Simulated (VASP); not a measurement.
# MgO (P6_3/mmc) in VASP: single point with HSE06

Aim: the single point of MgO with HSE06.

All numbers are computed with VASP 6.6.1; they aren't measurements. Logs are shortened: lines on timing, memory, paths and dates and some standing lists are left out, and cuts for length are marked.

## (1) The cell of the first run

Symmetry: P6_3/mmc, No. 194, hexagonal system. The conventional cell has a = 2.923 Å, b = 2.923 Å, c = 5.092 Å, α = 90.00°, β = 90.00°, γ = 120.00°. Within 2.8 Å of Mg (site symmetry -3m) lie 6 O at 2.11 Å and 2 Mg at 2.55 Å. Within 2.8 Å of O (site symmetry -6m2) lie 6 Mg at 2.11 Å.

## (2) Single point, HSE06

File POSCAR:

```
MgO
1.0
    2.9230552965      0.0000000000      0.0000000000
   -1.4615276482      2.5314401434      0.0000000000
    0.0000000000      0.0000000000      5.0921016473
Mg O
2 2
Direct
    0.0000000000      0.0000000000      0.0000000000
    0.0000000000      0.0000000000      0.5000000000
    0.3333333333      0.6666666667      0.2500000000
    0.6666666667      0.3333333333      0.7500000000
```

File INCAR.step1:

```
PREC     = Accurate       # precision mode
ENCUT    = 520            # plane-wave cutoff, eV
EDIFF    = 1E-5           # SCF threshold, eV
ISMEAR   = 0              # smearing method
SIGMA    = 0.01           # smearing width, eV
LREAL    = F              # projectors in reciprocal space
LASPH    = T              # aspherical terms in the spheres
NELM     = 80             # most SCF steps
ALGO     = Normal         # electronic algorithm
ISIF     = 2              # what is computed and relaxed
LWAVE    = T              # write WAVECAR
LCHARG   = F              # write CHGCAR
NBANDS   = 16             # bands
GGA      = PE             # functional
```

File INCAR.step2:

```
PREC     = Accurate       # precision mode
ENCUT    = 520            # plane-wave cutoff, eV
EDIFF    = 1E-6           # SCF threshold, eV
ISMEAR   = 0              # smearing method
SIGMA    = 0.01           # smearing width, eV
LREAL    = F              # projectors in reciprocal space
LASPH    = T              # aspherical terms in the spheres
NELM     = 80             # most SCF steps
ALGO     = Normal         # electronic algorithm
ISIF     = 2              # what is computed and relaxed
LWAVE    = F              # write WAVECAR
LCHARG   = F              # write CHGCAR
GGA      = PE             # functional
LHFCALC  = T              # exact exchange
HFSCREEN = 0.2079         # screening, 1/A
PRECFOCK = Normal       
NBANDS   = 16             # bands
ISTART   = 1
```

File KPOINTS:

```
Automatic mesh
0
Gamma
  6 6 4
```

Potentials or basis: VASP PAW PBE potentials, release 64 (Mg, O).

Command:

```sh
$ cat potpaw_PBE.64/Mg/POTCAR potpaw_PBE.64/O/POTCAR > POTCAR
$ cp INCAR.step1 INCAR
$ mpirun -np 1 vasp_std > vasp.out
$ cp INCAR.step2 INCAR
$ mpirun -np 1 vasp_std > vasp.out
```

OUTCAR:

```text
PREC = Accurate
   ENCUT = 520
   EDIFF = 1E-6
   ISMEAR = 0
   LREAL = F
   LASPH = T
   NELM = 80
   ISIF = 2
   GGA = PE
   LHFCALC = T
   HFSCREEN = 0.2079
   PRECFOCK = Normal
   ISTART = 1

 ion  position               nearest neighbor table
   1  0.000  0.000  0.000-   3 2.11   4 2.11   3 2.11   4 2.11   4 2.11   3 2.11   2 2.55   2 2.55

   2  0.000  0.000  0.500-   3 2.11   4 2.11   3 2.11   4 2.11   4 2.11   3 2.11   1 2.55   1 2.55

   3  0.333  0.667  0.250-   1 2.11   2 2.11   1 2.11   2 2.11   1 2.11   2 2.11
   4  0.667  0.333  0.750-   1 2.11   2 2.11   1 2.11   2 2.11   1 2.11   2 2.11

  LATTYP: Found a hexagonal cell.
 ALAT       =     2.9230552965
 C/A-ratio  =     1.7420476627

  Lattice vectors:

 A1 = (   2.9230552965,   0.0000000000,   0.0000000000)
 A2 = (  -1.4615276482,   2.5314401434,   0.0000000000)
 A3 = (   0.0000000000,   0.0000000000,   5.0921016473)

Analysis of symmetry for initial positions (statically):
=====================================================================
 Subroutine PRICEL returns:
 Original cell was already a primitive cell.

 Routine SETGRP: Setting up the symmetry group for a
 hexagonal supercell.

 Subroutine GETGRP returns: Found 24 space group operations
 (whereof 12 operations were pure point group operations)
 out of a pool of 24 trial point group operations.

The static configuration has the point symmetry D_3d.
 The point group associated with its full space group is D_6h.

Analysis of symmetry for dynamics (positions and initial velocities):
=====================================================================
 Subroutine PRICEL returns:
 Original cell was already a primitive cell.

 Routine SETGRP: Setting up the symmetry group for a
 hexagonal supercell.

 Subroutine GETGRP returns: Found 24 space group operations
 (whereof 12 operations were pure point group operations)
 out of a pool of 24 trial point group operations.

The dynamic configuration has the point symmetry D_3d.
 The point group associated with its full space group is D_6h.

 Subroutine INISYM returns: Found 24 space group operations
 (whereof 12 operations are pure point group operations),
 and found     1 'primitive' translations

----------------------------------------------------------------------------------------

                                     Primitive cell

  volume of cell :      37.6792

  direct lattice vectors                    reciprocal lattice vectors
     2.923055296  0.000000000  0.000000000     0.342107794  0.197516027  0.000000000
    -1.461527648  2.531440143  0.000000000     0.000000000  0.395032054  0.000000000
     0.000000000  0.000000000  5.092101647     0.000000000  0.000000000  0.196382568

  length of vectors
     2.923055296  2.923055296  5.092101647     0.395032054  0.395032054  0.196382568

  position of ions in fractional coordinates (direct lattice)
     0.000000000  0.000000000  0.000000000
     0.000000000  0.000000000  0.500000000
     0.333333333  0.666666667  0.250000000
     0.666666667  0.333333333  0.750000000

  ion indices of the primitive-cell ions
   primitive index   ion index
                 1           1
                 2           2
                 3           3
                 4           4

----------------------------------------------------------------------------------------

 KPOINTS: Automatic mesh

Automatic generation of k-mesh.
 Grid dimensions read from file:
 generate k-points for:    6    6    4

 Generating k-lattice:

  Cartesian coordinates                     Fractional coordinates (reciprocal lattice)
     0.057017966  0.032919338  0.000000000     0.166666667  0.000000000  0.000000000
     0.000000000  0.065838676  0.000000000     0.000000000  0.166666667  0.000000000
     0.000000000  0.000000000  0.049095642     0.000000000  0.000000000  0.250000000

  Length of vectors
     0.065838676  0.065838676  0.049095642

  Shift w.r.t. Gamma in fractional coordinates (k-lattice)
     0.000000000  0.000000000  0.000000000

 Subroutine IBZKPT returns following result:
 ===========================================

 Found     21 irreducible k-points:

 Following reciprocal coordinates:
            Coordinates               Weight
  0.000000  0.000000  0.000000      1.000000
  0.166667  0.000000  0.000000      6.000000
  0.333333  0.000000  0.000000      6.000000
  0.500000  0.000000  0.000000      3.000000
  0.166667  0.166667  0.000000      6.000000
  0.333333  0.166667  0.000000     12.000000
[... 13 lines left out ...]
  0.333333  0.166667  0.500000     12.000000
  0.333333  0.333333  0.500000      2.000000
   k-points           NKPTS =     21   k-points in BZ     NKDIM =    144   number of bands    NBANDS=     16
   number of dos      NEDOS =    301   number of ions     NIONS =      4
   total plane-waves  NPLWV =  23040
   dimension x,y,z NGX =    24 NGY =   24 NGZ =   40
   dimension x,y,z NGXF=    48 NGYF=   48 NGZF=   80
   ions per type =               2   2
   NGX,Y,Z   is equivalent  to a cutoff of  13.65, 13.65, 13.06 a.u.
   NGXF,Y,Z  is equivalent  to a cutoff of  27.30, 27.30, 26.12 a.u.
 SYSTEM =  unknown system
   PREC   = accura    normal or accurate (medium, high low for compatibility)
   ISTART =      1    job   : 0-new  1-cont  2-samecut
   ICHARG =      0    charge: 1-file 2-atom 10-const
   ISPIN  =      1    spin polarized calculation?
   LNONCOLLINEAR =      F non collinear calculations
   LSORBIT =      F    spin-orbit coupling
   LASPH  =      T    aspherical Exc in radial PAW
   ENCUT  =  520.0 eV  38.22 Ry    6.18 a.u.   5.43  5.43  9.47*2*pi/ulx,y,z
   NELM   =     80;   NELMIN=  2; NELMDL=  0     # of ELM steps
   EDIFF  = 0.1E-05   stopping-criterion for ELM
   LREAL  =      F    real-space projection
   EDIFFG = 0.1E-04   stopping-criterion for IOM
   NSW    =      0    number of steps for IOM
   IBRION =     -1    ionic relax: 0-MD 1-quasi-New 2-CG
   NFREE  =      0    steps in history (QN), initial steepest desc. (CG)
   ISIF   =      2    stress and relaxation
   ISYM   =      3    0-nonsym 1-usesym 2-fastsym
   POTIM  = 0.5000    time-step for ionic-motion
   TEBEG  =    0.0;   TEEND  =   0.0 temperature during run
   PSTRESS=    0.0 pullay stress
   NELECT =      16.0000    total number of electrons
   NUPDOWN=      -1.0000    fix difference up-down
   EMIN   =  10.00;   EMAX   =-10.00  energy-range for DOS
   EFERMI =   0.00;   METHOD = LEGACY
   ISMEAR =     0;   SIGMA  =   0.01  broadening in eV -4-tet -1-fermi 0-gaus
   EFERMI_NEDOS =   21; number of points for ismear=-14 and -15
   IALGO  =     38    algorithm
   IMIX   =      1    mixing-type and parameters
     AMIX     =   0.40;   BMIX     =  1.00
     AMIX_MAG =   1.60;   BMIX_MAG =  1.00
  volume/ion in A,a.u.               =       9.42        63.57
  Fermi-wavevector in a.u.,A,eV,Ry     =   1.230498  2.325304 20.600925  1.514125
  Thomas-Fermi vector in A             =   2.365344
   LORBIT       =      0    0 simple, 1 ext, 2 COOP (PROOUT), +10 PAW based schemes
   GGA     = PE    functional components
   LHFCALC =     T    Hartree Fock is set to
   PRECFOCK=normal    Normal, Fast or Accurate (Low or Medium for compatibility)
   ENCUT4O =  -1.0   cutoff for four orbital integrals eV
   NKREDX  =     1    reduce k-point grid by
   NKREDY  =     1    reduce k-point grid by
   NKREDZ  =     1    reduce k-point grid by
   AEXX    =    0.2500 exact exchange contribution
   HFSCREEN=    0.2079 screening length (either q_TF or 0.3 A-1)
   HFSCREENC=   0.2079 screening length for correlation (either q_TF or 0.3 A-1)
   ENCUTFOCK=  -1.0 apply spherical cutoff to Coloumb kernel
   IVDW    =     0    specifies the selected vdW correction
   LEPSILON=     F    determine dielectric tensor
   LRPA    =     F    only Hartree local field effects (RPA)
 non-spin polarized calculation
 Gauss-broadening in eV      SIGMA  =   0.01
  energy-cutoff  :      520.00
  volume of cell :       37.68
 maximum number of plane-waves:      1039
 NGX is ok and might be reduce to    24
  NGX = 18; NGY = 18; NGZ = 30

 number of electron      15.9999995 magnetization

 Free energy of the ion-electron system (eV)
  ---------------------------------------------------
  ext. energy  EPLUGINS =         0.00000000
  ---------------------------------------------------
  free energy    TOTEN  =       -27.79349703 eV

  energy without entropy =      -27.79349703  energy(sigma->0) =      -27.79349703

 E-fermi :   2.1654     XC(G=0):  -9.0540

 val. band max:        2.0537213742   @ k =   0.0000   0.0000   0.0000
 cond. band min:       8.2128433066   @ k =   0.0000   0.0000   0.0000
 fundamental gap:      6.1591219324
 Fermi energy:         2.1654034797

 k-point     1 :       0.0000    0.0000    0.0000
  band No.  band energies     occupation
      1     -16.8838      2.00000
      2     -15.7271      2.00000
      3      -3.1929      2.00000
      4       1.4854      2.00000
      5       1.4854      2.00000
      6       1.5554      2.00000
[... 8 lines left out ...]
     15      21.4008      0.00000
     16      21.4008      0.00000

 k-point     2 :       0.1667    0.0000    0.0000
  band No.  band energies     occupation
      1     -16.6049      2.00000
      2     -15.5921      2.00000
      3      -2.7637      2.00000
      4       0.3629      2.00000
      5       0.7085      2.00000
      6       1.2744      2.00000
[... 8 lines left out ...]
     15      21.5068      0.00000
     16      21.7466      0.00000

 k-point     3 :       0.3333    0.0000    0.0000
  band No.  band energies     occupation
      1     -15.9534      2.00000
      2     -15.3377      2.00000
      3      -1.7164      2.00000
      4      -1.6727      2.00000
      5      -1.0252      2.00000
      6       0.8848      2.00000
[... 8 lines left out ...]
     15      20.6335      0.00000
     16      22.9797      0.00000
[... 305 lines left out ...]
 k-point    20 :       0.3333    0.1667    0.5000
  band No.  band energies     occupation
      1     -15.3974      2.00000
      2     -15.3974      2.00000
      3      -2.2293      2.00000
      4      -2.2293      2.00000
      5      -0.0614      2.00000
      6      -0.0614      2.00000
[... 8 lines left out ...]
     15      20.4028      0.00000
     16      20.4028      0.00000

 k-point    21 :       0.3333    0.3333    0.5000
  band No.  band energies     occupation
      1     -15.2665      2.00000
      2     -15.2665      2.00000
      3      -1.7433      2.00000
      4      -1.7433      2.00000
      5      -1.1664      2.00000
      6      -1.1664      2.00000
[... 8 lines left out ...]
     15      19.9621      0.00000
     16      19.9621      0.00000

------------------------ aborting loop because EDIFF is reached ----------------------------------------

  FORCE on cell =-STRESS in cart. coord.  units (eV):
  Direction    XX          YY          ZZ          XY          YZ          ZX
  --------------------------------------------------------------------------------------
  -------------------------------------------------------------------------------------
  Total       -0.1436863     -0.1436863     -0.1381844     -0.0000000     -0.0000000      0.0000000
  in kB       -6.1097599     -6.1097599     -5.8758119     -0.0000000     -0.0000000      0.0000000
  external PRESSURE =      -6.0317772 kB  Pullay stress =       0.0000000 kB

 VOLUME and BASIS-vectors are now :
 -----------------------------------------------------------------------------
  energy-cutoff  :      520.00
  volume of cell :       37.68
      direct lattice vectors                 reciprocal lattice vectors
     2.923055296  0.000000000  0.000000000     0.342107794  0.197516027  0.000000000
    -1.461527648  2.531440143  0.000000000     0.000000000  0.395032054  0.000000000
     0.000000000  0.000000000  5.092101647     0.000000000  0.000000000  0.196382568

 POSITION                                       TOTAL-FORCE (eV/Angst)
 -----------------------------------------------------------------------------------
      0.00000      0.00000      0.00000         0.000000      0.000000      0.000000
      0.00000      0.00000      2.54605        -0.000000      0.000000      0.000000
     -0.00000      1.68763      1.27303        -0.000000      0.000000      0.000000
      1.46153      0.84381      3.81908        -0.000000      0.000000     -0.000000
 -----------------------------------------------------------------------------------
    total drift:                                0.000001     -0.000003     -0.000440

  FREE ENERGIE OF THE ION-ELECTRON SYSTEM (eV)
  ---------------------------------------------------
  free  energy   TOTEN  =       -27.7934970344 eV

  energy  without entropy=      -27.7934970344  energy(sigma->0) =      -27.79349703
```

Run time: 30 min. Hardware: 1 thread of Intel Xeon Platinum 8375C at 2.90GHz (Ice Lake), shared host; peak memory 0.28 GiB.

What came out:

| Quantity | Value |
| --- | --- |
| Free energy | -27.7935 eV |
| Pressure | -0.6 GPa |
| Band gap on the k mesh | 6.16 eV |

Caveat: the PAW data sets were made with another functional, which shifts forces and pressure a little.
